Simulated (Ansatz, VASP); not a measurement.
LaMg6Sb in VASP and in Ansatz

Contents of INCAR:

```
PREC = Accurate
ENCUT = 520
EDIFF = 1E-6
ISMEAR = -1
SIGMA = 0.05
LREAL = F
LASPH = T
NELM = 100
ALGO = Fast
ISIF = 2
LWAVE = F
LCHARG = F
GGA = PE
NBANDS = 24
```

The input KPOINTS:

```
Automatic mesh
0
Gamma
  6 5 5
```

POSCAR

```
LaMg6Sb
1.0
    5.0036920000      0.0000000000      0.0000000000
    0.0000000000      3.2620095000      6.3351285000
    0.0000000000     -3.2620095000      6.3351285000
La Sb Mg
1 1 6
Direct
   -0.0028860000      0.8024730000      0.8048490000
    0.5031710000      0.6284750000      0.6436520000
    0.4940050000      0.2080150000      0.2052570000
    0.4915960000      0.1773210000      0.6920310000
    0.5066010000      0.6773940000      0.1816590000
    0.0035420000      0.3529250000      0.3499310000
   -0.0071360000      0.2949050000      0.8510360000
    0.0077110000      0.8360920000      0.3060170000
```

The input input.yaml:

```yaml
crystal:
  lattice:
    - [5.003692, 0.0, 0.0]
    - [0.0, 3.2620095, 6.3351285]
    - [0.0, -3.2620095, 6.3351285]
  atoms:
    - { symbol: La, position: [-0.002886, 0.802473, 0.804849] }
    - { symbol: Sb, position: [0.503171, 0.628475, 0.643652] }
    - { symbol: Mg, position: [0.494005, 0.208015, 0.205257] }
    - { symbol: Mg, position: [0.491596, 0.177321, 0.692031] }
    - { symbol: Mg, position: [0.506601, 0.677394, 0.181659] }
    - { symbol: Mg, position: [0.003542, 0.352925, 0.349931] }
    - { symbol: Mg, position: [-0.007136, 0.294905, 0.851036] }
    - { symbol: Mg, position: [0.007711, 0.836092, 0.306017] }
hamiltonian:
  xc: pbe
  pseudopotentials: { kind: paw }
kpoints:
  mp_grid: { grid: [6, 5, 5] }
scf:
  occupations: { method: fermi_dirac, width: 0.05 }
output:
  forces: true
  stress: true
  eigenvalues: true
```

Change from the starting cell: atoms moved at random, drawn with an rms of 0.05 Å.

Alike in both runs: task single point; functional PBE; k mesh 6 × 5 × 5; occupations fermi-dirac, width 0.05 eV; no spin polarisation.

```csv
,VASP,Ansatz
version,VASP 6.6.1,Ansatz 0.2.0
potentials or method,"VASP PAW PBE potentials, release 64 (La, Sb, Mg)",Ansatz PAW
plane-wave cutoff (eV),520,420
valence electrons in the cell,28,86
```

Ansatz gave:

| Quantity | Value |
| --- | --- |
| gap on the k mesh at the Fermi level (eV) | none |
| pressure (GPa) | -0.1 |
| traceless stress, the component that is largest in VASP (GPa) | 0.20 |
| rms of the force components (eV/Å) | 0.111 |

Problem. What did VASP give for the same quantities?

Solution. gap on the k mesh at the Fermi level (eV): none; pressure (GPa): -0.2; traceless stress, the component that is largest in VASP (GPa): 0.20; rms of the force components (eV/Å): 0.110.

Atom by atom the forces differ by 0.002 eV/Å (rms over components). A gap of «none» marks a metal or a gap that the smearing closes. The functional is the same, so the differences come from potentials, cutoffs and numerics. VASP's potentials hold 28 valence electrons a cell and Ansatz's 86, so a difference there can come from the potentials and not from the codes.

Spin-orbit coupling is off throughout.
